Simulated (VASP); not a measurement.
Runs of VASP 6.6.1 on AgCl. The structure is that of space group Fm-3m (No. 225), or close to it. The cells are those of the table. 

| cell | gap on the mesh (eV) | pressure (GPa) |
| --- | --- | --- |
| a = 3.988, b = 3.968, c = 3.968 Å, angles 59.7, 59.8, 59.8°, 2 atoms | 0.91 | -0.1 |
| a = 4.038, b = 3.969, c = 3.969 Å, angles 58.8, 59.4, 59.4°, 2 atoms | 0.89 | -0.1 |
| a = 4.018, b = 3.968, c = 3.968 Å, angles 59.2, 59.6, 59.6°, 2 atoms | 0.90 | -0.1 |
| a = 4.028, b = 3.969, c = 3.969 Å, angles 59.0, 59.5, 59.5°, 2 atoms | 0.89 | -0.1 |
| a = 3.998, b = 3.968, c = 3.968 Å, angles 59.5, 59.8, 59.8°, 2 atoms | 0.91 | -0.1 |
| a = 3.929, b = 3.968, c = 3.968 Å, angles 60.7, 60.3, 60.3°, 2 atoms | 0.90 | -0.1 |
| a = 3.889, b = 3.969, c = 3.969 Å, angles 61.3, 60.7, 60.7°, 2 atoms | 0.88 | -0.1 |
| a = 3.978, b = 3.968, c = 3.968 Å, angles 59.8, 59.9, 59.9°, 2 atoms | (a) | -0.1 |

Alike in all rows: task single point; level PBE; potentials or basis VASP PAW PBE potentials, release 64 (Ag, Cl); no spin polarisation; k mesh 8 × 8 × 8; cutoff (eV) 520; smearing gaussian 0.05 eV.

Q: Estimate the missing entries.

A: (a) 0.92.

A k mesh can miss the band edges, and the runs leave out spin-orbit coupling on Ag.
